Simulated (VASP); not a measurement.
Crystal: MnO2.

```
Mn O
1.0
     4.39600    0.00000    0.00000
     0.00000    4.39600    0.00000
     0.00000    0.00000    2.87100
Mn O
2 4
Cartesian
  0.0000 0.0000 0.0000
  2.1980 2.1980 1.4355
  1.3276 1.3276 0.0000
  0.8704 3.5256 1.4355
  3.0684 3.0684 0.0000
  3.5256 0.8704 1.4355
```

Base run:

| Property | Result |
| --- | --- |
| Program | VASP 6.6.1 |
| Functional | LDA |
| Potentials or basis | VASP PAW LDA potentials, release 64 (Mn_pv, O) |
| Cutoff | 520 eV |
| k mesh | 4 × 4 × 7 |
| Occupations | gaussian, width 0.05 eV |
| Spin | collinear spin, ferromagnetic start |
| Starting moments | [3.0, 3.0, 0.0, 0.0, 0.0, 0.0] μB |
| Hubbard terms | Mn d U = 4.0 eV |

Its results: pressure -5.5 GPa; site moments Mn +2.96; O -0.01 μB; largest force 0.525 eV/Å.

Task: The run is repeated on the same cell with these changes: moments at the start from [3.0, 3.0, 0.0, 0.0, 0.0, 0.0] to [1.5, 1.5, 0.0, 0.0, 0.0, 0.0]; fixed moment from none to 3 μB. What comes out?

Result: Pressure -11.0 GPa; site moments Mn +1.67; O -0.09 μB; largest force 0.485 eV/Å.

Caveats: only a ferromagnetic start was run, and an antiferromagnetic order may lie lower in energy; the total moment is fixed, so each spin has its own Fermi level (some runs).
